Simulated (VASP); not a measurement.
# Ni (Im-3m) in VASP: further runs

The runs below take Ni through single point, with PBE.

Everything below comes from runs of VASP 6.6.1. Logs are shortened: lines on timing, memory, paths and dates and some standing lists are left out, and cuts for length are marked.

## Step 1: The cell of the first run

The structure is cubic, space group Im-3m (No. 229). Conventional cell: a = 2.796 Å, b = 2.796 Å, c = 2.796 Å, α = 90.00°, β = 90.00°, γ = 90.00°. Within 3.2 Å of Ni (site symmetry m-3m) lie 14 Ni at 2.42 to 2.80 Å.

## Step 2: Single point, PBE

INCAR

```
  PREC = Accurate
  ENCUT = 520
  EDIFF = 1E-6
  ISMEAR = -1
  SIGMA = 0.1
  LREAL = F
  LASPH = T
  NELM = 100
  ALGO = Normal
  ISIF = 2
  LWAVE = F
  LCHARG = F
  GGA = PE
  NBANDS = 11
```

KPOINTS

```
regular mesh
0
Gamma
  26 26 26
```

POSCAR

```
Ni
1.0
   -1.3978407033      1.3978407033      1.3978407033
    1.3978407033     -1.3978407033      1.3978407033
    1.3978407033      1.3978407033     -1.3978407033
Ni
1
Direct
    0.0000000000      0.0000000000      0.0000000000
```

Potentials or basis: VASP PAW PBE potentials, release 64 (Ni).

Run with:

```
cat potpaw_PBE.64/Ni/POTCAR > POTCAR
mpirun -np 1 vasp_std > vasp.out
```

OUTCAR:

```text
PREC = Accurate
   ENCUT = 520
   EDIFF = 1E-6
   ISMEAR = -1
   LREAL = F
   LASPH = T
   NELM = 100
   ISIF = 2
   GGA = PE

 ion  position               nearest neighbor table
   1  0.000  0.000  0.000-

  LATTYP: Found a body centered cubic cell.
 ALAT       =     2.7956814066

  Lattice vectors:

 A1 = (  -1.3978407033,   1.3978407033,   1.3978407033)
 A2 = (   1.3978407033,  -1.3978407033,   1.3978407033)
 A3 = (   1.3978407033,   1.3978407033,  -1.3978407033)

Analysis of symmetry for initial positions (statically):
=====================================================================
 Subroutine PRICEL returns:
 Original cell was already a primitive cell.

 Routine SETGRP: Setting up the symmetry group for a
 body centered cubic supercell.

 Subroutine GETGRP returns: Found 48 space group operations
 (whereof 48 operations were pure point group operations)
 out of a pool of 48 trial point group operations.

The static configuration has the point symmetry O_h .

Analysis of symmetry for dynamics (positions and initial velocities):
=====================================================================
 Subroutine PRICEL returns:
 Original cell was already a primitive cell.

 Routine SETGRP: Setting up the symmetry group for a
 body centered cubic supercell.

 Subroutine GETGRP returns: Found 48 space group operations
 (whereof 48 operations were pure point group operations)
 out of a pool of 48 trial point group operations.

The dynamic configuration has the point symmetry O_h .

 Subroutine INISYM returns: Found 48 space group operations
 (whereof 48 operations are pure point group operations),
 and found     1 'primitive' translations

----------------------------------------------------------------------------------------

                                     Primitive cell

  volume of cell :      10.9253

  direct lattice vectors                    reciprocal lattice vectors
    -1.397840703  1.397840703  1.397840703     0.000000000  0.357694549  0.357694549
     1.397840703 -1.397840703  1.397840703     0.357694549  0.000000000  0.357694549
     1.397840703  1.397840703 -1.397840703     0.357694549  0.357694549  0.000000000

  length of vectors
     2.421131119  2.421131119  2.421131119     0.505856482  0.505856482  0.505856482

  position of ions in fractional coordinates (direct lattice)
     0.000000000  0.000000000  0.000000000

  ion indices of the primitive-cell ions
   primitive index   ion index
                 1           1

----------------------------------------------------------------------------------------

 KPOINTS: regular mesh

Automatic generation of k-mesh.
 Grid dimensions read from file:
 generate k-points for:   26   26   26

 Generating k-lattice:

  Cartesian coordinates                     Fractional coordinates (reciprocal lattice)
     0.000000000  0.013757483  0.013757483     0.038461538  0.000000000  0.000000000
     0.013757483  0.000000000  0.013757483     0.000000000  0.038461538  0.000000000
     0.013757483  0.013757483  0.000000000     0.000000000  0.000000000  0.038461538

  Length of vectors
     0.019456019  0.019456019  0.019456019

  Shift w.r.t. Gamma in fractional coordinates (k-lattice)
     0.000000000  0.000000000  0.000000000

 Subroutine IBZKPT returns following result:
 ===========================================

 Found    511 irreducible k-points:

 Following reciprocal coordinates:
            Coordinates               Weight
  0.000000  0.000000  0.000000      1.000000
  0.038462  0.000000  0.000000     12.000000
  0.076923  0.000000  0.000000     12.000000
  0.115385  0.000000  0.000000     12.000000
  0.153846  0.000000  0.000000     12.000000
  0.192308  0.000000  0.000000     12.000000
[... 16 lines left out ...]
  0.346154  0.038462  0.000000     48.000000
  0.384615  0.038462  0.000000     48.000000
 [... further k-points ...]
   k-points           NKPTS =    511   k-points in BZ     NKDIM =    511   number of bands    NBANDS=     11
   number of dos      NEDOS =    301   number of ions     NIONS =      1
   total plane-waves  NPLWV =   5832
   dimension x,y,z NGX =    18 NGY =   18 NGZ =   18
   dimension x,y,z NGXF=    36 NGYF=   36 NGZF=   36
   ions per type =               1
   NGX,Y,Z   is equivalent  to a cutoff of  12.36, 12.36, 12.36 a.u.
   NGXF,Y,Z  is equivalent  to a cutoff of  24.72, 24.72, 24.72 a.u.
 SYSTEM =  unknown system
   PREC   = accura    normal or accurate (medium, high low for compatibility)
   ISTART =      0    job   : 0-new  1-cont  2-samecut
   ICHARG =      2    charge: 1-file 2-atom 10-const
   ISPIN  =      1    spin polarized calculation?
   LNONCOLLINEAR =      F non collinear calculations
   LSORBIT =      F    spin-orbit coupling
   LASPH  =      T    aspherical Exc in radial PAW
   ENCUT  =  520.0 eV  38.22 Ry    6.18 a.u.   4.50  4.50  4.50*2*pi/ulx,y,z
   NELM   =    100;   NELMIN=  2; NELMDL= -5     # of ELM steps
   EDIFF  = 0.1E-05   stopping-criterion for ELM
   LREAL  =      F    real-space projection
   EDIFFG = 0.1E-04   stopping-criterion for IOM
   NSW    =      0    number of steps for IOM
   IBRION =     -1    ionic relax: 0-MD 1-quasi-New 2-CG
   NFREE  =      0    steps in history (QN), initial steepest desc. (CG)
   ISIF   =      2    stress and relaxation
   ISYM   =      2    0-nonsym 1-usesym 2-fastsym
   POTIM  = 0.5000    time-step for ionic-motion
   TEBEG  =    0.0;   TEEND  =   0.0 temperature during run
   PSTRESS=    0.0 pullay stress
   NELECT =      10.0000    total number of electrons
   NUPDOWN=      -1.0000    fix difference up-down
   EMIN   =  10.00;   EMAX   =-10.00  energy-range for DOS
   EFERMI =   0.00;   METHOD = LEGACY
   ISMEAR =    -1;   SIGMA  =   0.10  broadening in eV -4-tet -1-fermi 0-gaus
   EFERMI_NEDOS =   21; number of points for ismear=-14 and -15
   IALGO  =     38    algorithm
   IMIX   =      4    mixing-type and parameters
     AMIX     =   0.40;   BMIX     =  1.00
     AMIX_MAG =   1.60;   BMIX_MAG =  1.00
  volume/ion in A,a.u.               =      10.93        73.73
  Fermi-wavevector in a.u.,A,eV,Ry     =   1.589512  3.003742 34.375779  2.526548
  Thomas-Fermi vector in A             =   2.688350
   LORBIT       =      0    0 simple, 1 ext, 2 COOP (PROOUT), +10 PAW based schemes
   GGA     = PE    functional components
   LHFCALC =     F    Hartree Fock is set to
   AEXX    =    0.0000 exact exchange contribution
   IVDW    =     0    specifies the selected vdW correction
   LEPSILON=     F    determine dielectric tensor
   LRPA    =     F    only Hartree local field effects (RPA)
 non-spin polarized calculation
  energy-cutoff  :      520.00
  volume of cell :       10.93
 maximum number of plane-waves:       321
   NGX =  9   NGY =  9   NGZ =  9

 number of electron      10.0000000 magnetization

 number of electron       9.9999986 magnetization

 Free energy of the ion-electron system (eV)
  ---------------------------------------------------
  ext. energy  EPLUGINS =         0.00000000
  ---------------------------------------------------
  free energy    TOTEN  =        -5.39429812 eV

  energy without entropy =       -5.32503984  energy(sigma->0) =       -5.35966898

 E-fermi :   9.1288     XC(G=0): -13.2267

 val. band max:        9.1215751391   @ k =  -0.3846   0.4231   0.2308
 cond. band min:       9.1324316921   @ k =   0.4615   0.0385   0.0000
 fundamental gap:      0.0108565530
 Fermi energy:         9.1288221618

 k-point     1 :       0.0000    0.0000    0.0000
  band No.  band energies     occupation
      1       0.3253      2.00000
      2       7.2407      2.00000
      3       7.2407      2.00000
      4       7.2407      2.00000
      5       8.5572      1.99344
      6       8.5572      1.99344
      7      35.5547      0.00000
      8      35.5547      0.00000
      9      35.5547      0.00000
     10      40.4379      0.00000
     11      40.4379      0.00000

 k-point     2 :       0.0385    0.0000    0.0000
  band No.  band energies     occupation
      1       0.3865      2.00000
      2       7.2262      2.00000
      3       7.2397      2.00000
      4       7.2688      2.00000
      5       8.5423      1.99435
      6       8.5582      1.99337
      7      35.0171      0.00000
      8      35.4453      0.00000
      9      35.4691      0.00000
     10      39.7449      0.00000
     11      40.1177      0.00000

 k-point     3 :       0.0769    0.0000    0.0000
  band No.  band energies     occupation
      1       0.5692      2.00000
      2       7.1840      2.00000
      3       7.2349      2.00000
      4       7.3522      2.00000
      5       8.5016      1.99623
      6       8.5617      1.99314
      7      33.6593      0.00000
      8      35.0635      0.00000
      9      35.2407      0.00000
     10      38.8721      0.00000
     11      39.1102      0.00000

 k-point     4 :       0.1154    0.0000    0.0000
  band No.  band energies     occupation
      1       0.8694      2.00000
      2       7.1168      2.00000
      3       7.2217      2.00000
      4       7.4878      2.00000
      5       8.4465      1.99783
      6       8.5678      1.99271
      7      31.8762      0.00000
      8      34.3725      0.00000
      9      34.9302      0.00000
     10      37.4600      0.00000
     11      38.3314      0.00000

 k-point     5 :       0.1538    0.0000    0.0000
  band No.  band energies     occupation
      1       1.2800      2.00000
      2       7.0290      2.00000
      3       7.1948      2.00000
      4       7.6705      2.00000
      5       8.3932      1.99872
      6       8.5769      1.99201
      7      29.9129      0.00000
      8      33.4832      0.00000
      9      34.5924      0.00000
     10      36.1127      0.00000
     11      37.7317      0.00000
[... 211 lines left out ...]
 k-point    21 :       0.2692    0.0385    0.0000
  band No.  band energies     occupation
      1       3.3607      2.00000
      2       6.6497      2.00000
      3       7.1050      2.00000
      4       8.3649      1.99904
      5       8.5931      1.99061
      6       8.6525      1.98307
      7      22.9901      0.00000
      8      29.9033      0.00000
      9      31.6513      0.00000
     10      34.0913      0.00000
     11      37.1463      0.00000

 k-point    22 :       0.3077    0.0385   -0.0000
  band No.  band energies     occupation
      1       3.9380      2.00000
      2       6.5468      2.00000
      3       7.2572      2.00000
      4       8.4080      1.99852
      5       8.6724      1.97937
      6       8.8780      1.84945
      7      21.1503      0.00000
      8      29.2574      0.00000
      9      30.8128      0.00000
     10      33.8483      0.00000
     11      37.0003      0.00000

 k-point    23 :       0.3462    0.0385    0.0000
  band No.  band energies     occupation
      1       4.3767      2.00000
      2       6.4575      2.00000
      3       7.5921      2.00000
      4       8.4585      1.99755
      5       8.7043      1.97175
      6       9.1477      0.90578
      7      19.4366      0.00000
      8      28.7208      0.00000
      9      30.1065      0.00000
     10      33.6587      0.00000
     11      36.9197      0.00000

 k-point    24 :       0.3846    0.0385    0.0000
  band No.  band energies     occupation
      1       4.6403      2.00000
      2       6.3864      2.00000
      3       8.0612      1.99995
      4       8.5110      1.99586
      5       8.7664      1.94806
      6       9.4072      0.11642
      7      17.9057      0.00000
      8      28.3063      0.00000
      9      29.5543      0.00000
     10      33.5193      0.00000
     11      36.8830      0.00000

 [... further k-points ...]

------------------------ aborting loop because EDIFF is reached ----------------------------------------

  FORCE on cell =-STRESS in cart. coord.  units (eV):
  Direction    XX          YY          ZZ          XY          YZ          ZX
  --------------------------------------------------------------------------------------
  -------------------------------------------------------------------------------------
  Total       -0.0043594     -0.0043594     -0.0043594     -0.0000000      0.0000000      0.0000000
  in kB       -0.6393006     -0.6393006     -0.6393006     -0.0000000      0.0000000      0.0000000
  external PRESSURE =      -0.6393006 kB  Pullay stress =       0.0000000 kB

 VOLUME and BASIS-vectors are now :
 -----------------------------------------------------------------------------
  energy-cutoff  :      520.00
  volume of cell :       10.93
      direct lattice vectors                 reciprocal lattice vectors
    -1.397840703  1.397840703  1.397840703     0.000000000  0.357694549  0.357694549
     1.397840703 -1.397840703  1.397840703     0.357694549  0.000000000  0.357694549
     1.397840703  1.397840703 -1.397840703     0.357694549  0.357694549  0.000000000

 POSITION                                       TOTAL-FORCE (eV/Angst)
 -----------------------------------------------------------------------------------
      0.00000      0.00000      0.00000         0.000000     -0.000000      0.000000
 -----------------------------------------------------------------------------------
    total drift:                                0.000000     -0.000000      0.000000

  FREE ENERGIE OF THE ION-ELECTRON SYSTEM (eV)
  ---------------------------------------------------
  free  energy   TOTEN  =        -5.3942981208 eV

  energy  without entropy=       -5.3250398405  energy(sigma->0) =       -5.35966898
```

Wall time 68 s (1 thread of Intel Xeon 8259CL, shared host); peak memory 0.17 GiB.

Results:

| Quantity | Value |
| --- | --- |
| Free energy | -5.3943 eV |
| Pressure | -0.1 GPa |
| Band gap on the k mesh | zero (band 5 reaches 9.51 eV, above the bottom of band 6 at 8.49 eV) |

Levels at points of the mesh, in eV from the Fermi level:
```csv
k point,band 2,band 3,band 4,band 5,band 6,band 7,band 8,band 9
"(0.00, 0.00, 0.00)",-1.89,-1.89,-1.89,-0.57,-0.57,26.43,26.43,26.43
"(0.50, 0.00, 0.00)",-2.83,-0.62,-0.41,0.33,0.38,6.68,19.11,20.09
"(0.50, 0.50, 0.50)",-3.92,0.16,0.16,0.16,9.84,9.84,9.84,15.74
```

Caveat: the run has no spin polarisation, though such a crystal can be magnetic.

## Step 3: Single point, PBE

INCAR

```
PREC = Accurate
ENCUT = 600
EDIFF = 1E-6
ISMEAR = -1
SIGMA = 0.1
LREAL = False
LASPH = True
NELM = 120
ALGO = Normal
ISIF = 2
LWAVE = False
LCHARG = True
GGA = PE
LELF = True
LVHAR = True
NBANDS = 11
GGA_COMPAT = False
```

KPOINTS

```
regular mesh
0
Gamma
  8 8 8
```

POSCAR

```
Ni
1.0
   -1.3978406665      1.3978406665      1.3978406665
    1.3978406665     -1.3978406665      1.3978406665
    1.3978406665      1.3978406665     -1.3978406665
Ni
1
Direct
    0.0000000000      0.0000000000      0.0000000000
```

Potentials or basis: VASP PAW PBE potentials, release 64 (Ni).

Run with:

```
cat potpaw_PBE.64/Ni/POTCAR > POTCAR
mpirun -np 1 vasp_std > vasp.out
```

It took 11 s on 1 thread of Intel Xeon 8259CL, shared host; peak memory 0.12 GiB.

Results (log left out):

```yaml
Free_energy: -5.3825 eV
Pressure: 0.4 GPa
Band_gap_on_the_k_mesh: zero (band 5 reaches 9.50 eV, above the bottom of band 6 at 8.58 eV)
```

Levels at points of the mesh, in eV from the Fermi level:
```csv
k point,band 2,band 3,band 4,band 5,band 6,band 7,band 8,band 9
"(0.00, 0.00, 0.00)",-1.89,-1.89,-1.89,-0.57,-0.57,26.40,26.40,26.40
"(0.50, 0.00, 0.00)",-2.83,-0.62,-0.41,0.31,0.38,6.67,19.08,20.07
"(0.50, 0.50, 0.50)",-3.93,0.16,0.16,0.16,9.82,9.82,9.82,15.73
```

Caveat: the k points lie up to 0.40 Å⁻¹ apart; the run has no spin polarisation, though such a crystal can be magnetic. Spin polarisation is off, so any magnetic state and its effect on volume and gap are missing.

## Step 4: Single point, PBE, collinear spin, antiferromagnetic start

This run uses another cell than the first one: it holds 2 atoms, not 1.

INCAR

```
SYSTEM = Ni
  PREC = Accurate
  ENCUT = 520
  EDIFF = 1E-7
  ISMEAR = -1
  SIGMA = 0.05
  LREAL = .False.
  LASPH = .True.
  NELM = 150
  ALGO = Normal
  ISIF = 2
  LWAVE = .False.
  LCHARG = .True.
  ISPIN = 2
  MAGMOM = 0.8 -0.8
  LORBIT = 11
  LMAXMIX = 4
  GGA = PE
  LELF = .True.
  LVHAR = .True.
  NBANDS = 21
```

KPOINTS

```
Automatic mesh
0
Gamma
  11 11 11
  0 0 0
```

POSCAR

```
Ni
1.0
    2.7926049959      0.0000000000      0.0000000000
    0.0000000000      2.7926049959      0.0000000000
    0.0000000000      0.0000000000      2.7926049959
Ni
2
Direct
    0.0000000000      0.0000000000      0.0000000000
    0.5000000000      0.5000000000      0.5000000000
```

Run with:

```
cat potpaw_PBE.64/Ni/POTCAR > POTCAR
mpirun -np 1 vasp_std > vasp.out
```

Wall time 62 s (1 thread of Intel Xeon 8259CL, shared host); peak memory 0.17 GiB.

The run converged. Its results:

```
Free energy                                           : -10.7334 eV
Pressure                                              : 0.0 GPa
Band gap on the k mesh                                : zero (filled and empty bands overlap)
Net moment                                            : 0.00 μB per cell
Valence electrons inside the program's atomic spheres : Ni 9.31
```

Levels at points of the mesh, in eV from the Fermi level:
Spin up:
```tsv
k point	band 7	band 8	band 9	band 10	band 11	band 12	band 13	band 14
(0.00, 0.00, 0.00)	-0.56	-0.56	0.17	0.17	0.17	9.87	9.87	9.87
```
Spin down:
```
           k point  band 7  band 8  band 9  band 10  band 11  band 12  band 13  band 14
(0.00, 0.00, 0.00)   -0.56   -0.56    0.17     0.17     0.17     9.87     9.87     9.87
```

## Step 5: Overview

```tsv
spin	cell	k mesh	cutoff (eV)	smearing	gap on the mesh (eV)	pressure (GPa)
off	a = 2.421 Å, angles 109.5°, 1 atom	26 × 26 × 26	520	fermi-dirac 0.1 eV	none	-0.1
off	a = 2.421 Å, angles 109.5°, 1 atom	8 × 8 × 8	600	fermi-dirac 0.1 eV	none	0.4
collinear, antiferromagnetic start	a = 2.793 Å, 2 atoms	11 × 11 × 11	520	fermi-dirac 0.05 eV	none	0.0
```

Alike in all rows: task single point; level PBE; potentials or basis VASP PAW PBE potentials, release 64 (Ni).

Caveats: some runs use coarse meshes.

Absolute energies hang on the potentials; compare differences alone.
